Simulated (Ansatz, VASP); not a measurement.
**GaSb in VASP and in Ansatz**

Contents of INCAR:

```
SYSTEM = GaSb
  ALGO = Normal
  EDIFF = 1E-7
  ENCUT = 520
  GGA = PE
  ISIF = 2
  ISMEAR = 0
  LASPH = .TRUE.
  LCHARG = .FALSE.
  LREAL = .FALSE.
  LWAVE = .FALSE.
  NBANDS = 16
  NELM = 60
  PREC = Accurate
  SIGMA = 0.15
```

Contents of KPOINTS:

```
k-points
0
G
  16 16 16
  0 0 0
```

Contents of POSCAR:

```
GaSb
1.0
    0.0000000000      2.9515746001      3.2622666633
    2.9515746001      0.0000000000      3.2622666633
    2.9515746001      2.9515746001      0.0000000000
Ga Sb
1 1
Direct
    0.0000000000      0.0000000000      0.0000000000
    0.7500000000      0.7500000000      0.7500000000
```

Input for Ansatz:

```yaml
crystal:
  lattice:
    - [0.0, 2.9515746001, 3.2622666633]
    - [2.9515746001, 0.0, 3.2622666633]
    - [2.9515746001, 2.9515746001, 0.0]
  atoms:
    - { symbol: Ga, position: [0.0, 0.0, 0.0] }
    - { symbol: Sb, position: [0.75, 0.75, 0.75] }
basis:
  ecutwfc: 420
kpoints:
  mp_grid: { grid: [16, 16, 16] }
hamiltonian:
  xc: pbe
scf:
  occupations: { method: gaussian, width: 0.15 }
output:
  forces: true
  stress: true
  eigenvalues: true
  write_density: true
  write_potential: true
  elf: true
  volumetric_format: npy
```

Change from the starting cell: strain -0.050 along x and y, +0.050 along z, atoms carried along.

Alike in both runs: task single point; functional PBE; k mesh 16 × 16 × 16; occupations gaussian, width 0.15 eV; no spin polarisation.

|  | VASP | Ansatz |
| --- | --- | --- |
| version | VASP 6.6.1 | Ansatz 0.2.0 |
| potentials or method | VASP PAW PBE potentials, release 64 (Ga_d, Sb), cutoff 520 eV | scalar-relativistic, plane waves, PAW |
| valence electrons in the cell | 18 | 28 |

```csv
,VASP,Ansatz,Ansatz less VASP
gap on the k mesh at the Fermi level (eV),none,none,-
pressure (GPa),2.8,2.7,-0.09
"traceless stress, the component that is largest in VASP (GPa)",-3.36,-3.37,-0.007
```

A gap of «none» marks a metal or a gap that the smearing closes. VASP's potentials hold 18 valence electrons a cell and Ansatz's 28, so a difference there can come from the potentials and not from the codes.

Spin-orbit coupling is off throughout.
